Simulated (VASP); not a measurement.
Write the native input for VASP 6.6.1 that does the following.

* Task: single point
* Functional: PBE
* Potentials or basis: VASP PAW PBE potentials, release 64 (Cd, Se)
* Cutoff: 520 eV
* k mesh: 8 × 8 × 8
* Occupations: fermi-dirac, width 0.05 eV
* Spin: non-collinear spin, zero start, spin-orbit coupling
* Starting moments: [[0.0, 0.0, 0.0], [0.0, 0.0, 0.0]] μB
* Dipole correction: no
* Further INCAR settings: ALGO = Normal; EDIFF = 1e-06; NBANDS = 30

The structure of CdSe lies in POSCAR:

```
CdSe
1.0
    0.0000000000      3.0496647307      3.0496647307
    3.0496647307      0.0000000000      3.0496647307
    3.0496647307      3.0496647307      0.0000000000
Cd Se
1 1
Direct
    0.0000000000      0.0000000000      0.0000000000
    0.2500000000      0.2500000000      0.2500000000
```

One way to write it, as run:

INCAR

```
SYSTEM = CdSe
PREC = Accurate ; ENCUT = 520
EDIFF = 1E-6 ; ISMEAR = -1
SIGMA = 0.05 ; LREAL = .False.
LASPH = .True. ; NELM = 150
ALGO = Normal ; ISIF = 2
LWAVE = .False. ; LCHARG = .False.
MAGMOM = 0 0 0 0 0 0 ; LORBIT = 11
LSORBIT = .True. ; GGA_COMPAT = .False.
LORBMOM = .True. ; GGA = PE
NBANDS = 30
```

KPOINTS

```
regular mesh
0
Gamma
  8 8 8
  0 0 0
```

Potentials or basis: VASP PAW PBE potentials, release 64 (Cd, Se).

The run is started by

```sh
$ cat potpaw_PBE.64/Cd/POTCAR potpaw_PBE.64/Se/POTCAR > POTCAR
$ mpirun -np 1 vasp_ncl > vasp.out
```

Results of the run:

```yaml
Pressure: 2.6 GPa
Net_moment: 0.00 μB per cell
Valence_electrons_inside_the_program's_atomic_spheres: Cd 10.31; Se 3.86
```

Wall time 3.8 min on 1 thread of Intel Xeon 8259CL, with other jobs on the host, peak memory 0.37 GiB.
